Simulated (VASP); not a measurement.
**TaAl3N4: relaxation of cell and atoms with PBE**

TaAl3N4:

```xyz
8
Lattice="4.1508 0.0041 0.0240 0.0041 4.2369 -0.0181 0.0240 -0.0181 4.2265" Properties=species:S:1:pos:R:3 pbc="T T T"
Ta    2.1116    2.1152    2.1581
Al    0.0223    2.1427   -0.0271
Al    0.0254   -0.0994    2.0962
Al    2.0261    0.0426    0.0287
N     2.0339   -0.0009    2.1717
N     0.0676   -0.0228   -0.0615
N     2.0613    2.1515    0.0158
N     0.0097    2.1168    2.0832
```

| Property | Result |
| --- | --- |
| Program | VASP 6.6.1 |
| Task | relaxation of cell and atoms |
| Functional | PBE |
| Potentials or basis | VASP PAW PBE potentials, release 64 (Ta_pv, Al, N) |
| Cutoff | 600 eV |
| k mesh | 6 × 6 × 6 |
| Occupations | gaussian, width 0.2 eV |
| Spin | no spin polarisation |
| Dipole correction | no |
| Further INCAR settings | ALGO = Normal; EDIFF = 1e-07; IBRION = 2; EDIFFG = -0.025; NSW = 80; ISIF = 3 |

* Relaxed volume: 9.41 Å³/atom
* Relaxed cell: a = 4.222 Å, b = 4.221 Å, c = 4.222 Å, α = 90.00°, β = 89.99°, γ = 90.00°
* Space group after relaxing (to 0.05 Å): Pm-3m (No. 221)
* Energy gained by relaxing: 29.5 meV/atom
* Ionic steps: 13
* Pressure after relaxing: 0.0 GPa
* Largest force after relaxing: 0.018 eV/Å

Forces in eV/Å, atoms in the order of the input:
```
Ta   0.004  0.002  0.018
Al   0.000  0.003 -0.003
Al   0.002 -0.009  0.002
Al  -0.003  0.000 -0.002
N    0.003  0.003 -0.003
N   -0.007  0.001 -0.002
N    0.010 -0.002  0.003
N   -0.008  0.002 -0.014
```

The path:
```csv
step,energy change (eV),largest force (eV/Å),pressure (GPa),volume (Å³)
1,0.0000,1.4700,4.63,74.33
2,-0.1268,1.4494,-5.57,77.24
3,-0.1588,0.6203,-2.81,76.29
4,-0.2241,0.2710,-0.07,75.28
5,-0.2250,0.2422,0.36,75.14
6,-0.2317,0.1379,0.07,75.22
7,-0.2322,0.2348,-0.02,75.25
8,-0.2348,0.1300,-0.15,75.29
9,-0.2349,0.0676,-0.13,75.28
10,-0.2355,0.0357,0.11,75.20
11,-0.2355,0.0448,0.16,75.19
12,-0.2356,0.0314,-0.09,75.26
13,-0.2356,0.0184,-0.03,75.25
```

Final structure:
```
CELL_PARAMETERS angstrom
4.22237 0.00008 0.00038
0.00011 4.22111 0.00004
0.00032 -0.00003 4.22189
ATOMIC_POSITIONS crystal
Ta 0.49999 0.49997 0.49979
Al 0.00001 0.49995 0.00006
Al 0.99997 0.00023 0.49997
Al 0.50008 0.99995 0.99998
N 0.49998 0.99994 0.50000
N 0.00010 0.99998 0.00012
N 0.49980 0.50002 0.99980
N 0.00007 0.49996 0.50029
```

Levels at points of the mesh, in eV from the Fermi level:
| k point | band 15 | band 16 | band 17 | band 18 | band 19 | band 20 | band 21 | band 22 | band 23 | band 24 |
| --- | --- | --- | --- | --- | --- | --- | --- | --- | --- | --- |
| (0.00, 0.00, 0.00) | -5.15 | -5.15 | -3.72 | -3.71 | -3.71 | -2.52 | -2.52 | -2.52 | -0.46 | -0.45 |
| (0.50, 0.00, 0.00) | -7.15 | -5.56 | -5.56 | -4.39 | -4.39 | -2.16 | 1.04 | 1.04 | 2.55 | 2.60 |
| (0.00, 0.50, 0.00) | -7.15 | -5.57 | -5.56 | -4.39 | -4.39 | -2.16 | 1.04 | 1.04 | 2.55 | 2.60 |
| (0.50, 0.50, 0.00) | -7.35 | -5.21 | -4.95 | -4.71 | -4.71 | 1.14 | 1.14 | 1.86 | 3.55 | 4.05 |
| (0.00, 0.00, 0.50) | -7.15 | -5.57 | -5.56 | -4.39 | -4.39 | -2.16 | 1.04 | 1.04 | 2.55 | 2.60 |
| (0.50, 0.00, 0.50) | -7.35 | -5.21 | -4.95 | -4.71 | -4.71 | 1.14 | 1.14 | 1.86 | 3.55 | 4.06 |
| (0.00, 0.50, 0.50) | -7.35 | -5.21 | -4.95 | -4.71 | -4.71 | 1.14 | 1.14 | 1.86 | 3.55 | 4.05 |
| (0.50, 0.50, 0.50) | -5.04 | -5.04 | -4.90 | -4.90 | -4.90 | 1.38 | 1.81 | 1.82 | 1.82 | 2.47 |

Wall time 32 min on 1 thread of Intel Xeon 6975P-C, on a shared host, peak memory 0.4 GiB.

Caveat: the bands computed are all filled at some k points, so no gap is given; spin-orbit coupling is left out, which moves the levels of the heavy elements.
